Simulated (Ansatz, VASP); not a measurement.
AlGa3N4 in VASP and in Ansatz

```xyz
8
Lattice="4.4860 -0.0675 -0.0675 -0.0675 4.4860 -0.0675 -0.0675 -0.0675 4.4860" Properties=species:S:1:pos:R:3 pbc="T T T"
Al    0.0000    0.0000    0.0000
Ga    2.2092    2.2092   -0.0675
Ga    2.2092   -0.0675    2.2092
Ga   -0.0675    2.2092    2.2092
N     3.3185    3.3185    0.9980
N     3.3185    0.9980    3.3185
N     0.9980    3.3185    3.3185
N     1.0668    1.0668    1.0668
```

Alike in both runs: task single point; functional LDA; k mesh 6 × 6 × 6; occupations gaussian, width 0.05 eV; no spin polarisation.

|  | VASP | Ansatz |
| --- | --- | --- |
| version | VASP 6.6.1 | Ansatz 0.2.0 |
| potentials or method | VASP PAW LDA potentials, release 64 (Al, Ga_d, N), cutoff 520 eV | scalar-relativistic, plane waves, PAW |
| valence electrons in the cell | 62 | 62 |

```csv
,VASP,Ansatz,Ansatz less VASP
gap on the k mesh at the Fermi level (eV),2.14,2.14,-0.007
least direct gap on the mesh (eV),2.14,2.14,-0.007
pressure (GPa),-5.9,-6.8,-0.89
"traceless stress, the component that is largest in VASP (GPa)",6.05,5.95,-0.100
rms of the force components (eV/Å),0.282,0.270,-0.0121
```

Ansatz warns that its potentials were made for another functional, while VASP's fit it. LDA's correlation is that of Perdew and Zunger in VASP and of Perdew and Wang (1992) in Ansatz. Atom by atom the forces differ by 0.016 eV/Å (rms over components).
